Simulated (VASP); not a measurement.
RbCl:

```
CELL_PARAMETERS angstrom
0.00000 3.27400 3.27400
3.27400 0.00000 3.27400
3.27400 3.27400 0.00000
ATOMIC_POSITIONS crystal
Rb 0.00000 0.00000 0.00000
Cl 0.50000 0.50000 0.50000
```

| Property | Result |
| --- | --- |
| Program | VASP 6.6.1 |
| Task | relaxation of cell and atoms |
| Functional | LDA |
| Potentials or basis | VASP PAW LDA potentials, release 64 (Rb_sv, Cl) |
| Cutoff | 500 eV |
| k mesh | 4 × 4 × 4 |
| Occupations | gaussian, width 0.01 eV |
| Spin | no spin polarisation |

At the start: pressure -1.4 GPa; volume 35.09 Å³/atom.

Q: Where does the relaxation end?

A: Over 3 steps the energy falls by 12.2 meV/atom and the volume is 32.56 Å³/atom (-7.2 %); space group Fm-3m (No. 225, to 0.05 Å).

Step by step:
```csv
step,energy change (eV),largest force (eV/Å),pressure (GPa),volume (Å³)
1,0.0000,0.0000,-1.39,70.19
2,-0.0198,0.0000,-0.66,67.14
3,-0.0243,0.0000,-0.04,65.12
```

Final structure:
```yaml
crystal:
  lattice:
    - [0.00000, 3.19317, 3.19317]
    - [3.19317, 0.00000, 3.19317]
    - [3.19317, 3.19317, 0.00000]
  atoms:
    - { symbol: Rb, position: [0.00000, 0.00000, 0.00000] }
    - { symbol: Cl, position: [0.50000, 0.50000, 0.50000] }
```
